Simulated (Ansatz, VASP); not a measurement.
## B: VASP beside Ansatz

```
B
1.0
     0.00000    1.42764    1.42764
     1.42764    0.00000    1.42764
     1.42764    1.42764    0.00000
B
1
Direct
  0.00000 0.00000 0.00000
```

Alike in both runs: functional r2SCAN; k mesh 32 × 32 × 32; occupations gaussian, width 0.1 eV; no spin polarisation.

Ansatz relaxed the structure, and its values are those at the end. VASP's run is a single point on that final structure, the one shown.

|  | VASP | Ansatz |
| --- | --- | --- |
| version | VASP 6.6.1 | Ansatz 0.2.0 |
| potentials or method | VASP PAW PBE potentials, release 64 (B), cutoff 520 eV | scalar-relativistic, plane waves, PAW |
| valence electrons in the cell | 3 | 3 |

|  | VASP | Ansatz | Ansatz less VASP |
| --- | --- | --- | --- |
| gap on the k mesh at the Fermi level (eV) | none | none | - |
| pressure (GPa) | -0.3 | 0.0 | +0.28 |

VASP's potentials were made for PBE, not for r2SCAN. A gap of «none» marks a metal or a gap that the smearing closes.
